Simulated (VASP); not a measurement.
B: single point with PBE

The system is B.

```
B
1.0
     0.00000    1.21422    1.21422
     1.21422    0.00000    1.21422
     1.21422    1.21422    0.00000
B
1
Direct
  0.00000 0.00000 0.00000
```

This cell differs from its parent crystal: volume scaled by 0.608, to set the pressure.

| Property | Result |
| --- | --- |
| Program | VASP 6.6.1 |
| Task | single point |
| Functional | PBE |
| Potentials or basis | VASP PAW PBE potentials, release 64 (B) |
| Cutoff | 500 eV |
| k mesh | 26 × 26 × 26 |
| Occupations | fermi-dirac, width 0.1 eV |
| Spin | no spin polarisation |
| Dipole correction | no |
| Further INCAR settings | ALGO = Normal; EDIFF = 1e-06; NBANDS = 8 |

| Quantity | Value |
| --- | --- |
| Pressure | 330.0 GPa |

Levels at points of the mesh, in eV from the Fermi level:
```csv
k point,band 1,band 2,band 3,band 4,band 5
"(0.00, 0.00, 0.00)",-25.76,24.87,24.87,24.87,43.54
"(0.50, 0.00, 0.00)",-15.16,-5.82,20.17,20.17,38.75
"(0.50, 0.50, 0.00)",-10.89,0.76,9.07,9.07,20.04
```

It took 14 s on 1 thread of Intel Xeon 8259CL, with other jobs on the host, peak memory 0.11 GiB.

Caveat: the cell differs from its parent crystal (volume scaled by 0.608, to set the pressure).
